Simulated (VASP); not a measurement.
# SiW (F-43m) in VASP: settings compared

SiW is run at these levels: PBE, r2SCAN; tasks: relaxation of cell and atoms, single point.

Everything below comes from runs of VASP 6.6.1. Logs are shortened: lines on timing, memory, paths and dates and some standing lists are left out, and cuts for length are marked.

## 1. The cell of the first run

The structure is cubic, space group F-43m (No. 216). The conventional cell has a = 5.581 Å, b = 5.581 Å, c = 5.581 Å, α = 90.00°, β = 90.00°, γ = 90.00°. W (site symmetry -43m) has 4 Si at 2.42 Å within 3.2 Å. Within 3.2 Å of Si (site symmetry -43m) lie 4 W at 2.42 Å.

## 2. Relaxation of cell and atoms, PBE

INCAR

```
SYSTEM = SiW
ALGO = Normal ; EDIFF = 1E-7
EDIFFG = -0.01 ; ENCUT = 600
GGA = PE ; IBRION = 2
ISIF = 3 ; ISMEAR = 0
LASPH = .True. ; LCHARG = .False.
LREAL = .False. ; LWAVE = .False.
NELM = 100 ; NSW = 100
PREC = Accurate ; SIGMA = 0.1
```

KPOINTS

```
k-points
0
Gamma
  14 14 14
  0 0 0
```

POSCAR

```
SiW
1.0
    0.0000000000      2.7905894985      2.7905894985
    2.7905894985      0.0000000000      2.7905894985
    2.7905894985      2.7905894985      0.0000000000
W Si
1 1
Direct
    0.0000000000      0.0000000000      0.0000000000
    0.2500000000      0.2500000000      0.2500000000
```

Potentials or basis: VASP PAW PBE potentials, release 64 (W_sv, Si).

On the command line:

```console
$ cat potpaw_PBE.64/W_sv/POTCAR potpaw_PBE.64/Si/POTCAR > POTCAR
$ mpirun -np 1 vasp_std > vasp.out
```

OUTCAR:

```text
SYSTEM = SiW
   EDIFF = 1E-7
   EDIFFG = -0.01
   ENCUT = 600
   GGA = PE
   IBRION = 2
   ISIF = 3
   ISMEAR = 0
   LASPH = .True.
   LREAL = .False.
   NELM = 100
   NSW = 100
   PREC = Accurate

 ion  position               nearest neighbor table
   1  0.000  0.000  0.000-   2 2.42   2 2.42   2 2.42   2 2.42
   2  0.250  0.250  0.250-   1 2.42   1 2.42   1 2.42   1 2.42

  LATTYP: Found a face centered cubic cell.
 ALAT       =     5.5811789970

  Lattice vectors:

 A1 = (   0.0000000000,   2.7905894985,   2.7905894985)
 A2 = (   2.7905894985,   0.0000000000,   2.7905894985)
 A3 = (   2.7905894985,   2.7905894985,   0.0000000000)

Analysis of symmetry for initial positions (statically):
=====================================================================
 Subroutine PRICEL returns:
 Original cell was already a primitive cell.

 Routine SETGRP: Setting up the symmetry group for a
 face centered cubic supercell.

 Subroutine GETGRP returns: Found 24 space group operations
 (whereof 24 operations were pure point group operations)
 out of a pool of 48 trial point group operations.

The static configuration has the point symmetry T_d .

Analysis of symmetry for dynamics (positions and initial velocities):
=====================================================================
 Subroutine PRICEL returns:
 Original cell was already a primitive cell.

 Routine SETGRP: Setting up the symmetry group for a
 face centered cubic supercell.

 Subroutine GETGRP returns: Found 24 space group operations
 (whereof 24 operations were pure point group operations)
 out of a pool of 48 trial point group operations.

The dynamic configuration has the point symmetry T_d .

 Subroutine INISYM returns: Found 24 space group operations
 (whereof 24 operations are pure point group operations),
 and found     1 'primitive' translations

----------------------------------------------------------------------------------------

                                     Primitive cell

  volume of cell :      43.4628

  direct lattice vectors                    reciprocal lattice vectors
     0.000000000  2.790589499  2.790589499    -0.179173612  0.179173612  0.179173612
     2.790589499  0.000000000  2.790589499     0.179173612 -0.179173612  0.179173612
     2.790589499  2.790589499  0.000000000     0.179173612  0.179173612 -0.179173612

  length of vectors
     3.946489516  3.946489516  3.946489516     0.310337799  0.310337799  0.310337799

  position of ions in fractional coordinates (direct lattice)
     0.000000000  0.000000000  0.000000000
     0.250000000  0.250000000  0.250000000

  ion indices of the primitive-cell ions
   primitive index   ion index
                 1           1
                 2           2

----------------------------------------------------------------------------------------

 KPOINTS: k-points

Automatic generation of k-mesh.
 Grid dimensions read from file:
 generate k-points for:   14   14   14

 Generating k-lattice:

  Cartesian coordinates                     Fractional coordinates (reciprocal lattice)
    -0.012798115  0.012798115  0.012798115     0.071428571  0.000000000  0.000000000
     0.012798115 -0.012798115  0.012798115     0.000000000  0.071428571  0.000000000
     0.012798115  0.012798115 -0.012798115     0.000000000  0.000000000  0.071428571

  Length of vectors
     0.022166986  0.022166986  0.022166986

  Shift w.r.t. Gamma in fractional coordinates (k-lattice)
     0.000000000  0.000000000  0.000000000

 Subroutine IBZKPT returns following result:
 ===========================================

 Found    104 irreducible k-points:

 Following reciprocal coordinates:
            Coordinates               Weight
  0.000000  0.000000  0.000000      1.000000
  0.071429  0.000000  0.000000      8.000000
  0.142857  0.000000  0.000000      8.000000
  0.214286  0.000000  0.000000      8.000000
  0.285714  0.000000  0.000000      8.000000
  0.357143  0.000000  0.000000      8.000000
[... 16 lines left out ...]
  0.214286  0.142857  0.000000     24.000000
  0.285714  0.142857  0.000000     24.000000
 [... further k-points ...]
   k-points           NKPTS =    104   k-points in BZ     NKDIM =    104   number of bands    NBANDS=     13
   number of dos      NEDOS =    301   number of ions     NIONS =      2
   total plane-waves  NPLWV =  32768
   dimension x,y,z NGX =    32 NGY =   32 NGZ =   32
   dimension x,y,z NGXF=    64 NGYF=   64 NGZF=   64
   ions per type =               1   1
   NGX,Y,Z   is equivalent  to a cutoff of  13.48, 13.48, 13.48 a.u.
   NGXF,Y,Z  is equivalent  to a cutoff of  26.96, 26.96, 26.96 a.u.
 SYSTEM =  SiW
   PREC   = accura    normal or accurate (medium, high low for compatibility)
   ISTART =      0    job   : 0-new  1-cont  2-samecut
   ICHARG =      2    charge: 1-file 2-atom 10-const
   ISPIN  =      1    spin polarized calculation?
   LNONCOLLINEAR =      F non collinear calculations
   LSORBIT =      F    spin-orbit coupling
   LASPH  =      T    aspherical Exc in radial PAW
   ENCUT  =  600.0 eV  44.10 Ry    6.64 a.u.   7.88  7.88  7.88*2*pi/ulx,y,z
   NELM   =    100;   NELMIN=  2; NELMDL= -5     # of ELM steps
   EDIFF  = 0.1E-06   stopping-criterion for ELM
   LREAL  =      F    real-space projection
   EDIFFG = -.1E-01   stopping-criterion for IOM
   NSW    =    100    number of steps for IOM
   IBRION =      2    ionic relax: 0-MD 1-quasi-New 2-CG
   NFREE  =      1    steps in history (QN), initial steepest desc. (CG)
   ISIF   =      3    stress and relaxation
   ISYM   =      2    0-nonsym 1-usesym 2-fastsym
   POTIM  = 0.5000    time-step for ionic-motion
   TEBEG  =    0.0;   TEEND  =   0.0 temperature during run
   PSTRESS=    0.0 pullay stress
   NELECT =      18.0000    total number of electrons
   NUPDOWN=      -1.0000    fix difference up-down
   EMIN   =  10.00;   EMAX   =-10.00  energy-range for DOS
   EFERMI =   0.00;   METHOD = LEGACY
   ISMEAR =     0;   SIGMA  =   0.10  broadening in eV -4-tet -1-fermi 0-gaus
   EFERMI_NEDOS =   21; number of points for ismear=-14 and -15
   IALGO  =     38    algorithm
   IMIX   =      4    mixing-type and parameters
     AMIX     =   0.40;   BMIX     =  1.00
     AMIX_MAG =   1.60;   BMIX_MAG =  1.00
  volume/ion in A,a.u.               =      21.73       146.65
  Fermi-wavevector in a.u.,A,eV,Ry     =   1.220281  2.305996 20.260228  1.489085
  Thomas-Fermi vector in A             =   2.355503
   LORBIT       =      0    0 simple, 1 ext, 2 COOP (PROOUT), +10 PAW based schemes
   GGA     = PE    functional components
   LHFCALC =     F    Hartree Fock is set to
   AEXX    =    0.0000 exact exchange contribution
   IVDW    =     0    specifies the selected vdW correction
   LEPSILON=     F    determine dielectric tensor
   LRPA    =     F    only Hartree local field effects (RPA)
 conjugate gradient relaxation of ions
 non-spin polarized calculation
 Gauss-broadening in eV      SIGMA  =   0.10
  energy-cutoff  :      600.00
  volume of cell :       43.46
 maximum number of plane-waves:      1464
   NGX = 15   NGY = 15   NGZ = 15

 number of electron      18.0000001 magnetization

 Free energy of the ion-electron system (eV)
  ---------------------------------------------------
  ext. energy  EPLUGINS =         0.00000000
  ---------------------------------------------------
  free energy    TOTEN  =       -15.45353884 eV

  energy without entropy =      -15.44386920  energy(sigma->0) =      -15.44870402

 E-fermi :   5.6268     XC(G=0): -10.3874

 val. band max:        5.6180620941   @ k =  -0.3571   0.2857   0.0000
 cond. band min:       5.6335244994   @ k =   0.1429   0.0714   0.0000
 fundamental gap:      0.0154624054
 Fermi energy:         5.6268494097

 k-point     1 :       0.0000    0.0000    0.0000
  band No.  band energies     occupation
      1     -68.2560      2.00000
      2     -32.4680      2.00000
      3     -32.4680      2.00000
      4     -32.4680      2.00000
      5      -3.8393      2.00000
      6       2.9569      2.00000
      7       2.9569      2.00000
      8       2.9569      2.00000
      9       5.5631      1.63265
     10       5.5631      1.63265
     11      11.0041      0.00000
     12      12.7521      0.00000
     13      12.7521      0.00000

 k-point     2 :       0.0714    0.0000    0.0000
  band No.  band energies     occupation
      1     -68.2559      2.00000
      2     -32.4699      2.00000
      3     -32.4683      2.00000
      4     -32.4683      2.00000
      5      -3.7682      2.00000
      6       2.8895      2.00000
      7       2.9893      2.00000
      8       2.9893      2.00000
      9       5.5412      1.77423
     10       5.5412      1.77423
     11      11.1336      0.00000
     12      12.2937      0.00000
     13      12.7643      0.00000

 k-point     3 :       0.1429    0.0000    0.0000
  band No.  band energies     occupation
      1     -68.2558      2.00000
      2     -32.4752      2.00000
      3     -32.4691      2.00000
      4     -32.4691      2.00000
      5      -3.5609      2.00000
      6       2.7130      2.00000
      7       3.0758      2.00000
      8       3.0758      2.00000
      9       5.4981      1.93126
     10       5.4981      1.93126
     11      10.9126      0.00000
     12      11.7943      0.00000
     13      12.6652      0.00000
[... 305 lines left out ...]
 k-point    23 :       0.2143    0.1429    0.0000
  band No.  band energies     occupation
      1     -68.2557      2.00000
      2     -32.4801      2.00000
      3     -32.4721      2.00000
      4     -32.4718      2.00000
      5      -3.2240      2.00000
      6       2.4070      2.00000
      7       3.2648      2.00000
      8       3.2780      2.00000
      9       5.0425      2.00000
     10       5.8048      0.01186
     11      10.4793      0.00000
     12      11.1817      0.00000
     13      11.9199      0.00000

 k-point    24 :       0.2857    0.1429    0.0000
  band No.  band energies     occupation
      1     -68.2555      2.00000
      2     -32.4869      2.00000
      3     -32.4735      2.00000
      4     -32.4732      2.00000
      5      -2.8820      2.00000
      6       2.2279      2.00000
      7       3.3367      2.00000
      8       3.3999      2.00000
      9       5.0222      2.00000
     10       5.8942      0.00016
     11       9.0511      0.00000
     12      10.6817      0.00000
     13      11.6186      0.00000

 [... further k-points ...]
[... 5 lines left out ...]
  --------------------------------------------------------------------------------------
  -------------------------------------------------------------------------------------
  Total        0.0093600      0.0093600      0.0093600      0.0000000      0.0000000     -0.0000000
  in kB        0.3450389      0.3450389      0.3450389      0.0000000      0.0000000     -0.0000000
  external PRESSURE =       0.3450389 kB  Pullay stress =       0.0000000 kB

 VOLUME and BASIS-vectors are now :
 -----------------------------------------------------------------------------
  energy-cutoff  :      600.00
  volume of cell :       43.46
      direct lattice vectors                 reciprocal lattice vectors
     0.000000000  2.790589499  2.790589499    -0.179173612  0.179173612  0.179173612
     2.790589499  0.000000000  2.790589499     0.179173612 -0.179173612  0.179173612
     2.790589499  2.790589499  0.000000000     0.179173612  0.179173612 -0.179173612

 POSITION                                       TOTAL-FORCE (eV/Angst)
 -----------------------------------------------------------------------------------
      0.00000      0.00000      0.00000        -0.000000     -0.000000     -0.000000
      1.39529      1.39529      1.39529         0.000000      0.000000      0.000000
 -----------------------------------------------------------------------------------
    total drift:                               -0.000000     -0.000000     -0.000000

  FREE ENERGIE OF THE ION-ELECTRON SYSTEM (eV)
  ---------------------------------------------------
  free  energy   TOTEN  =       -15.4535388387 eV

  energy  without entropy=      -15.4438692048  energy(sigma->0) =      -15.44870402

 reached required accuracy - stopping structural energy minimisation
```

Wall time 52 s (1 thread of Intel Xeon 8259CL, shared host); peak memory 0.23 GiB.

Results:

| Item | Value |
| --- | --- |
| Free energy | -15.4535 eV |
| Pressure after relaxing | 0.0 GPa |
| Band gap on the k mesh | zero (bands 9 and 10 overlap by 0.69 eV) |

Final structure:
```xyz
2
Lattice="0.0000 2.7906 2.7906 2.7906 0.0000 2.7906 2.7906 2.7906 0.0000" Properties=species:S:1:pos:R:3 pbc="T T T"
W     0.0000    0.0000    0.0000
Si    1.3953    1.3953    1.3953
```

Caveat: the relaxation stopped at its first step, so nothing moved; spin-orbit coupling is left out, which moves the levels of the heavy elements.

(Part 1 of 2 ends here.)
